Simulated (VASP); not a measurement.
# KF (R-3m) in VASP: notebook, part 2 of 2

VASP 6.6.1. Earlier steps stand in the parts before.

**3. Single point, PBEsol (equal xy, yz and zx shear strains of +2 %)**

INCAR reads:

```
SYSTEM = KF
  PREC = Accurate
  ENCUT = 520
  EDIFF = 1E-6
  ISMEAR = -1
  SIGMA = 0.01
  LREAL = .False.
  LASPH = .True.
  NELM = 60
  ALGO = Normal
  ISIF = 2
  LWAVE = .False.
  LCHARG = .False.
  GGA = PS
  NBANDS = 15
```

KPOINTS reads:

```
Automatic mesh
0
Gamma
  9 9 9
  0 0 0
```

POSCAR reads:

```
KF
1.0
    0.0534700000      2.7002350000      2.7002350000
    2.7002350000      0.0534700000      2.7002350000
    2.7002350000      2.7002350000      0.0534700000
K F
1 1
Direct
    0.0000000000      0.0000000000      0.0000000000
    0.5000000000      0.5000000000      0.5000000000
```

Potentials or basis: VASP PAW PBE potentials, release 64 (K_sv, F).

Started as:

```console
$ cat potpaw_PBE.64/K_sv/POTCAR potpaw_PBE.64/F/POTCAR > POTCAR
$ mpirun -np 1 vasp_std > vasp.out
```

OUTCAR:

```text
SYSTEM = KF
   PREC = Accurate
   ENCUT = 520
   EDIFF = 1E-6
   ISMEAR = -1
   LREAL = .False.
   LASPH = .True.
   NELM = 60
   ISIF = 2
   GGA = PS

 ion  position               nearest neighbor table
   1  0.000  0.000  0.000-   2 2.67   2 2.67   2 2.67   2 2.67   2 2.67   2 2.67
   2  0.500  0.500  0.500-   1 2.67   1 2.67   1 2.67   1 2.67   1 2.67   1 2.67

  LATTYP: Found a trigonal (rhomboedric) cell.
 ALAT       =     3.8190832868
 COS(alpha) =     0.5197000882

  Lattice vectors:

 A1 = (   0.0534700000,   2.7002350000,   2.7002350000)
 A2 = (   2.7002350000,   0.0534700000,   2.7002350000)
 A3 = (   2.7002350000,   2.7002350000,   0.0534700000)

Analysis of symmetry for initial positions (statically):
=====================================================================
 Subroutine PRICEL returns:
 Original cell was already a primitive cell.

 Routine SETGRP: Setting up the symmetry group for a
 trigonal (rhombohedral) supercell.

 Subroutine GETGRP returns: Found 12 space group operations
 (whereof 12 operations were pure point group operations)
 out of a pool of 12 trial point group operations.

The static configuration has the point symmetry D_3d.

Analysis of symmetry for dynamics (positions and initial velocities):
=====================================================================
 Subroutine PRICEL returns:
 Original cell was already a primitive cell.

 Routine SETGRP: Setting up the symmetry group for a
 trigonal (rhombohedral) supercell.

 Subroutine GETGRP returns: Found 12 space group operations
 (whereof 12 operations were pure point group operations)
 out of a pool of 12 trial point group operations.

The dynamic configuration has the point symmetry D_3d.

 Subroutine INISYM returns: Found 12 space group operations
 (whereof 12 operations are pure point group operations),
 and found     1 'primitive' translations
[... 120 lines left out ...]
   GGA     = PS    functional components
   LHFCALC =     F    Hartree Fock is set to
   AEXX    =    0.0000 exact exchange contribution
   IVDW    =     0    specifies the selected vdW correction
   LEPSILON=     F    determine dielectric tensor
   LRPA    =     F    only Hartree local field effects (RPA)
 non-spin polarized calculation
  energy-cutoff  :      520.00
  volume of cell :       38.21
 maximum number of plane-waves:      1038
   NGX = 15   NGY = 15   NGZ = 15

 number of electron      16.0000004 magnetization

 Free energy of the ion-electron system (eV)
  ---------------------------------------------------
  ext. energy  EPLUGINS =         0.00000000
  ---------------------------------------------------
  free energy    TOTEN  =        -8.51742510 eV

  energy without entropy =       -8.51742510  energy(sigma->0) =       -8.51742510

 E-fermi :  -2.7020     XC(G=0):  -8.6019

 val. band max:       -2.8982404522   @ k =   0.0000   0.0000   0.0000
 cond. band min:       3.1093727735   @ k =   0.0000   0.0000   0.0000
 fundamental gap:      6.0076132258
 Fermi energy:        -2.7020240868

 k-point     1 :       0.0000    0.0000    0.0000
  band No.  band energies     occupation
      1     -28.8843      2.00000
      2     -21.4371      2.00000
      3     -12.2058      2.00000
      4     -12.1916      2.00000
      5     -12.1916      2.00000
      6      -2.9291      2.00000
      7      -2.8982      2.00000
      8      -2.8982      2.00000
      9       3.1094      0.00000
     10       7.5210      0.00000
     11       7.8156      0.00000
     12       7.8156      0.00000
     13       9.3975      0.00000
     14       9.3975      0.00000
[... 401 lines left out ...]
      2     -21.4564      2.00000
      3     -12.7412      2.00000
      4     -12.4146      2.00000
      5     -12.3952      2.00000
      6      -3.1608      2.00000
      7      -2.9785      2.00000
      8      -2.9548      2.00000
      9       5.2357      0.00000
     10       7.0840      0.00000
     11       8.8477      0.00000
     12      10.6204      0.00000
     13      11.1340      0.00000
     14      11.1741      0.00000
     15      13.1545      0.00000

 [... further k-points ...]

------------------------ aborting loop because EDIFF is reached ----------------------------------------

  FORCE on cell =-STRESS in cart. coord.  units (eV):
  Direction    XX          YY          ZZ          XY          YZ          ZX
  --------------------------------------------------------------------------------------
  -------------------------------------------------------------------------------------
  Total       -0.1628031     -0.1628031     -0.1628031     -0.0691223     -0.0691223     -0.0691223
  in kB       -6.8270344     -6.8270344     -6.8270344     -2.8985966     -2.8985966     -2.8985966
  external PRESSURE =      -6.8270344 kB  Pullay stress =       0.0000000 kB

 VOLUME and BASIS-vectors are now :
 -----------------------------------------------------------------------------
  energy-cutoff  :      520.00
  volume of cell :       38.21
      direct lattice vectors                 reciprocal lattice vectors
     0.053470000  2.700235000  2.700235000    -0.190761915  0.187057800  0.187057800
     2.700235000  0.053470000  2.700235000     0.187057800 -0.190761915  0.187057800
     2.700235000  2.700235000  0.053470000     0.187057800  0.187057800 -0.190761915

 POSITION                                       TOTAL-FORCE (eV/Angst)
 -----------------------------------------------------------------------------------
      0.00000      0.00000      0.00000         0.000000      0.000000     -0.000000
      2.72697      2.72697      2.72697        -0.000000     -0.000000      0.000000
 -----------------------------------------------------------------------------------
    total drift:                                0.000000      0.000000      0.000000

  FREE ENERGIE OF THE ION-ELECTRON SYSTEM (eV)
  ---------------------------------------------------
  free  energy   TOTEN  =        -8.5174250973 eV

  energy  without entropy=       -8.5174250973  energy(sigma->0) =       -8.51742510
```

OSZICAR:

```text
N       E                     dE             d eps       ncg     rms          rms(c)
DAV:   1     0.107871534700E+03    0.10787E+03   -0.81405E+03  2550   0.103E+03
DAV:   2    -0.527712584975E+01   -0.11315E+03   -0.10385E+03  3296   0.280E+02
DAV:   3    -0.952678856986E+01   -0.42497E+01   -0.42284E+01  3382   0.485E+01
DAV:   4    -0.964249947719E+01   -0.11571E+00   -0.11569E+00  3410   0.753E+00
DAV:   5    -0.964430724674E+01   -0.18078E-02   -0.18078E-02  3468   0.763E-01    0.588E+00
DAV:   6    -0.855845802077E+01    0.10858E+01   -0.29979E+00  2697   0.139E+01    0.405E+00
DAV:   7    -0.852296323391E+01    0.35495E-01   -0.66415E-02  3222   0.222E+00    0.231E+00
DAV:   8    -0.851534007933E+01    0.76232E-02   -0.50819E-02  3005   0.222E+00    0.209E-01
DAV:   9    -0.851682193893E+01   -0.14819E-02   -0.44235E-03  3208   0.557E-01    0.122E-01
DAV:  10    -0.851720373606E+01   -0.38180E-03   -0.36932E-04  2880   0.171E-01    0.785E-02
DAV:  11    -0.851742521594E+01   -0.22148E-03   -0.20875E-04  2704   0.106E-01    0.154E-02
DAV:  12    -0.851742487590E+01    0.34004E-06   -0.11304E-05  3250   0.334E-02    0.489E-03
DAV:  13    -0.851742509729E+01   -0.22139E-06   -0.24783E-06  2816   0.134E-02
   1 F= -.85174251E+01 E0= -.85174251E+01  d E =-.737271E-11
```

Wall time 91 s (1 thread of Intel Xeon 8259CL, shared host); peak memory 0.18 GiB.

What came out:

```yaml
Free_energy: -8.5174 eV
Pressure: -0.7 GPa
Band_gap_on_the_k_mesh: 6.01 eV
```

Caveat: the cell differs from its parent crystal (equal xy, yz and zx shear strains of +2 %); the PAW data sets were made with another functional, which shifts forces and pressure a little; an odd mesh through Γ misses points on the zone boundary, where band edges can lie.
